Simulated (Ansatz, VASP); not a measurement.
## Mg7Te in VASP and in Ansatz

```
Mg Te
1.0
     6.05640    0.00000    0.00000
     0.00000    6.05640    0.00000
     0.00000    0.00000    6.05640
Mg Te
7 1
Direct
  0.00000 0.50000 0.50000
  0.50000 0.00000 0.50000
  0.50000 0.50000 0.00000
  0.50000 0.00000 0.00000
  0.00000 0.50000 0.00000
  0.00000 0.00000 0.50000
  0.50000 0.50000 0.50000
  0.00000 0.00000 0.00000
```

Alike in both runs: functional PBE; k mesh 3 × 3 × 3; occupations gaussian, width 0.2 eV; no spin polarisation.

Ansatz relaxed the structure, and its values are those at the end. VASP's run is a single point on that final structure, the one shown.

|  | VASP | Ansatz |
| --- | --- | --- |
| version | VASP 6.6.1 | Ansatz 0.2.0 |
| potentials or method | VASP PAW PBE potentials, release 64 (Mg, Te), cutoff 600 eV | scalar-relativistic, plane waves, PAW |
| valence electrons in the cell | 20 | 86 |

|  | VASP | Ansatz | Ansatz less VASP |
| --- | --- | --- | --- |
| gap on the k mesh at the Fermi level (eV) | none | none | - |
| pressure (GPa) | 0.3 | 0.3 | +0.06 |

A gap of «none» marks a metal or a gap that the smearing closes. VASP's potentials hold 20 valence electrons a cell and Ansatz's 86, so a difference there can come from the potentials and not from the codes.

Spin-orbit coupling is off throughout.
